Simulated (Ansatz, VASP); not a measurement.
# Sb in VASP and in Ansatz

Contents of INCAR:

```
SYSTEM = Sb
PREC = Accurate ; ENCUT = 520
EDIFF = 1E-6 ; ISMEAR = -1
SIGMA = 0.05 ; LREAL = .False.
LASPH = .True. ; NELM = 150
ALGO = Normal ; ISIF = 2
LWAVE = .False. ; LCHARG = .False.
MAGMOM = 0 0 0 0 0 0 ; LORBIT = 11
LSORBIT = .True. ; GGA_COMPAT = .False.
LORBMOM = .True. ; GGA = PS
NBANDS = 22
```

The input KPOINTS:

```
regular mesh
0
Gamma
  7 4 4
  0 0 0
```

File POSCAR:

```
Sb
1.0
    3.1224020000      0.0000000000      0.0000000000
    0.0000000000      4.3475180000      0.0000000000
   -0.0389150000      0.0000000000      4.4058520000
Sb
2
Direct
    0.0113890000      0.2500000000      0.2411660000
    0.9886110000      0.7500000000      0.7588340000
```

input.yaml

```yaml
crystal:
  lattice:
    - [3.122402, 0.0, 0.0]
    - [0.0, 4.347518, 0.0]
    - [-0.038915, 0.0, 4.405852]
  atoms:
    - { symbol: Sb, position: [0.011389, 0.25, 0.241166] }
    - { symbol: Sb, position: [0.988611, 0.75, 0.758834] }
kpoints:
  mp_grid: { grid: [7, 4, 4] }
  band_path:
    path:
      - [0.0, 0.0, 0.0]
      - [0.0, 0.0, 0.5]
      - [-0.496909211, 0.0, 0.5061930597]
      - [-0.5, 0.0, 0.5]
      - [-0.5, 0.5, 0.5]
      - [-0.503090789, 0.5, 0.4938069403]
      - [-0.5, 0.5, 0.0]
      - [-0.5, 0.0, 0.0]
    npoints: 8
scf:
  occupations: { method: fermi_dirac, width: 0.05 }
hamiltonian:
  xc: pbesol
  pseudopotentials: { kind: all_electron, lapw: { basis_error: 0.001 } }
magnetization:
  noncollinear: true
  spin_orbit: true
output:
  forces: true
  stress: true
  eigenvalues: true
```

Alike in both runs: functional PBEsol; k mesh 7 × 4 × 4; occupations fermi-dirac, width 0.05 eV; non-collinear spin, spin-orbit coupling.

|  | VASP | Ansatz |
| --- | --- | --- |
| version | VASP 6.6.1 | Ansatz 0.2.0 |
| potentials or method | VASP PAW PBE potentials, release 64 (Sb), cutoff 520 eV | all-electron LAPW, relativistic spinors |
| task | single point | band structure |

Ansatz gave:

| Quantity | Value |
| --- | --- |
| pressure (GPa) | -2.1 |
| traceless stress, the component that is largest in VASP (GPa) | -1.05 |
| rms of the force components (eV/Å) | 0.056 |

**Question.** What did VASP give for the same quantities?

**Answer.** Pressure (GPa): -2.0; traceless stress, the component that is largest in VASP (GPa): -1.06; rms of the force components (eV/Å): 0.063.

VASP's potentials were made for PBE, not for PBEsol. Atom by atom the forces differ by 0.008 eV/Å (rms over components). Ansatz ran all-electron here, and VASP with PAW potentials.

The k mesh is coarse, so the values compare programs but aren't converged. Noted on Ansatz's run: the k mesh is thin for a metal, which can move the energy by tens of meV per atom.
